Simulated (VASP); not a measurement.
Here is a VASP 6.6.1 calculation.

The input INCAR:

```
SYSTEM = Se
ALGO     = Normal         ! electronic algorithm
EDIFF    = 1E-7           ! SCF threshold, eV
ENCUT    = 520            ! plane-wave cutoff, eV
GGA      = PS             ! functional
ISIF     = 2              ! what is computed and relaxed
ISMEAR   = -1             ! smearing method
LASPH    = .True.         ! aspherical terms in the spheres
LCHARG   = .False.        ! write CHGCAR
LREAL    = .False.        ! projectors in reciprocal space
LWAVE    = .False.        ! write WAVECAR
NBANDS   = 9              ! bands
NELM     = 80             ! most SCF steps
PREC     = Accurate       ! precision mode
SIGMA    = 0.03           ! smearing width, eV
```

File KPOINTS:

```
k-points
0
Gamma
  12 12 12
  0 0 0
```

Contents of POSCAR:

```
Se
1.0
    2.8566460141      0.0000000000      0.0000000000
    0.0000000000      2.8566460141      0.0000000000
    0.0000000000      0.0000000000      2.8566460141
Se
1
Direct
    0.0000000000      0.0000000000      0.0000000000
```

Potentials or basis: VASP PAW PBE potentials, release 64 (Se).

Run with:

```bash
$ cat potpaw_PBE.64/Se/POTCAR > POTCAR
$ mpirun -np 1 vasp_std > vasp.out
```

**Question.** What does it give for the pressure?

**Answer.** -5.1 GPa.

**Question.** What does it give for the band gap on the k mesh?

**Answer.** Zero (band 3 reaches 6.90 eV, above the bottom of band 4 at 1.02 eV).

Caveat: the PAW data sets were made with another functional, which shifts forces and pressure a little.
